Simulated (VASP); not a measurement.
Input of a VASP 6.6.1 run:

The input INCAR:

```
PREC = Accurate
ENCUT = 600
EDIFF = 1E-7
ISMEAR = 0
SIGMA = 0.1
LREAL = False
LASPH = True
NELM = 100
ALGO = Normal
ISIF = 3
LWAVE = False
LCHARG = False
GGA = PE
IBRION = 2
NSW = 90
EDIFFG = -0.04
```

Contents of KPOINTS:

```
Automatic mesh
0
Gamma
  4 4 4
```

File POSCAR:

```
ZrC
1.0
    3.8379877800      0.0000000000      0.0000000000
    0.0000000000      4.8624762400      0.0000000000
    0.0000000000      0.0000000000      3.7426808900
Zr C
2 2
Direct
    0.0000000000      0.0000000000      0.1626500800
    0.5000000000      0.5000000000      0.8373499200
    0.0000000000      0.0000000000      0.6602106200
    0.5000000000      0.5000000000      0.3397893800
```

Potentials or basis: VASP PAW PBE potentials, release 64 (Zr_sv, C).

Command:

```bash
$ cat potpaw_PBE.64/Zr_sv/POTCAR potpaw_PBE.64/C/POTCAR > POTCAR
$ mpirun -np 1 vasp_std > vasp.out
```

(1) Predict the band gap on the k mesh.

(2) What does it give for the relaxed volume?

(3) What does it give for the space group after relaxing (to 0.1 Å)?

## Answers

(1) zero (bands 16 and 17 overlap by 1.31 eV).

(2) 13.04 Å³/atom.

(3) Fm-3m (No. 225).

Caveat: the k points lie up to 0.47 Å⁻¹ apart in the final cell, too coarse for converged energies and pressures of a metal; the volume moved by over 15 % at a fixed basis, so the end points are rough.
